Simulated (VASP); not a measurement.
Runs of VASP 6.6.1 on CdF2. The structure is that of space group Fm-3m (No. 225), or close to it. The cells are those of the table. 

```tsv
task	level	potentials or basis	cell	cutoff (eV)	gap on the mesh (eV)	pressure (GPa)
single point	LDA	VASP PAW LDA potentials, release 64 (Cd_sv_GW, F)	a = 3.860 Å, angles 60.0°, 3 atoms	700	2.71	-9.4
single point	PBE	VASP PAW PBE potentials, release 64 (Cd_sv_GW, F)	a = 3.815 Å, angles 60.0°, 3 atoms	700	3.10	4.6
relaxation of cell and atoms	PBEsol	VASP PAW PBE potentials, release 64 (Cd, F)	relaxed to 30 GPa from a = 3.810 Å, angles 60.0°, 3 atoms	600	3.53	30.0
single point	r2SCAN	VASP PAW PBE potentials, release 64 (Cd_sv_GW, F)	a = 3.784 Å, angles 60.0°, 3 atoms	770	3.89	(a)
single point	r2SCAN	VASP PAW PBE potentials, release 64 (Cd_sv_GW, F)	a = 3.885 Å, angles 60.0°, 3 atoms	770	3.60	-6.1
single point	LDA	VASP PAW LDA potentials, release 64 (Cd_sv_GW, F)	a = 3.732 Å, angles 60.0°, 3 atoms	700	3.07	1.3
single point	PBE	VASP PAW PBE potentials, release 64 (Cd_sv_GW, F)	a = 3.688 Å, angles 60.0°, 3 atoms	700	3.48	19.6
single point	r2SCAN	VASP PAW PBE potentials, release 64 (Cd_sv_GW, F)	a = 3.860 Å, angles 60.0°, 3 atoms	770	3.67	-4.4
single point	PBE	VASP PAW PBE potentials, release 64 (Cd_sv_GW, F)	a = 3.627 Å, angles 60.0°, 3 atoms	700	3.66	29.6
single point	PBEsol	VASP PAW PBE potentials, release 64 (Cd_sv_GW, F)	a = 3.860 Å, angles 60.0°, 3 atoms	700	2.82	-4.4
single point	PBEsol	VASP PAW PBE potentials, release 64 (Cd, F)	a = 3.586 Å, angles 60.0°, 3 atoms	600	3.56	(b)
```

Alike in all rows: no spin polarisation; k mesh 9 × 9 × 9; smearing fermi-dirac 0.05 eV.

Task: Estimate the missing entries.

Result: (a) 2.0; (b) 32.1.

Caveats: an odd mesh through Γ misses points on the zone boundary, where band edges can lie; the PAW data sets were made with another functional, which shifts forces and pressure a little (at least some runs); the cell stands under tension (at least some runs); the cell stands under pressure (at least some runs); the cell is relaxed towards a set pressure, so the run minimises the enthalpy, not the energy (at least some runs).

A k mesh can miss the band edges, and the runs leave out spin-orbit coupling on Cd.

The runs don't all hold the same shells in valence.
